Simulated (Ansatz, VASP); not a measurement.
Given: the input of a run of Ansatz 0.2.0 on Cu.

The input input.yaml:

```yaml
crystal:
  lattice:
    - [0.0, 1.7706018915, 1.7706018915]
    - [1.7706018915, 0.0, 1.7706018915]
    - [1.7706018915, 1.7706018915, 0.0]
  atoms:
    - { symbol: Cu, position: [0.0, 0.0, 0.0] }
hamiltonian:
  xc: pbesol
  pseudopotentials: { kind: paw }
  dispersion: d3bj
kpoints:
  mp_grid: { grid: [13, 13, 13] }
scf:
  occupations: { method: fermi_dirac, width: 0.05 }
output:
  forces: true
  stress: true
  eigenvalues: true
```

Potentials or basis: Ansatz PAW.

Run with:

```bash
$ ansatz run input.yaml --threads 2 --pin off --max-ram 5120MiB --backend cpu --events-out ev --progress --plain --runs-dir out
```

Set up the same calculation for VASP 6.6.1. Potentials there: VASP PAW PBE potentials, release 64 (Cu_sv_GW).

As run (the cutoff follows the program's own potentials):

INCAR

```
PREC     = Accurate       # precision mode
ENCUT    = 820            # plane-wave cutoff, eV
EDIFF    = 1E-6           # SCF threshold, eV
ISMEAR   = -1             # smearing method
SIGMA    = 0.05           # smearing width, eV
LREAL    = F              # projectors in reciprocal space
LASPH    = T              # aspherical terms in the spheres
NELM     = 120            # most SCF steps
ALGO     = Normal         # electronic algorithm
ISIF     = 2              # what is computed and relaxed
LWAVE    = F              # write WAVECAR
LCHARG   = F              # write CHGCAR
GGA      = PS             # functional
IVDW     = 12             # dispersion correction
NBANDS   = 16             # bands
GGA_COMPAT= F
```

KPOINTS

```
Automatic mesh
0
Gamma
  13 13 13
```

The input POSCAR:

```
Cu
1.0
    0.0000000000      1.7706018915      1.7706018915
    1.7706018915      0.0000000000      1.7706018915
    1.7706018915      1.7706018915      0.0000000000
Cu
1
Direct
    0.0000000000      0.0000000000      0.0000000000
```

Potentials or basis: VASP PAW PBE potentials, release 64 (Cu_sv_GW).

The run is started by

```bash
$ cat potpaw_PBE.64/Cu_sv_GW/POTCAR > POTCAR
$ mpirun -np 1 vasp_std > vasp.out
```

Both were run:

|  | VASP | Ansatz | Ansatz less VASP |
| --- | --- | --- | --- |
| gap on the k mesh at the Fermi level (eV) | none | none | - |
| pressure (GPa) | -6.0 | -4.9 | +1.11 |

VASP's potentials were made for PBE, not for PBEsol. A gap of «none» marks a metal or a gap that the smearing closes.
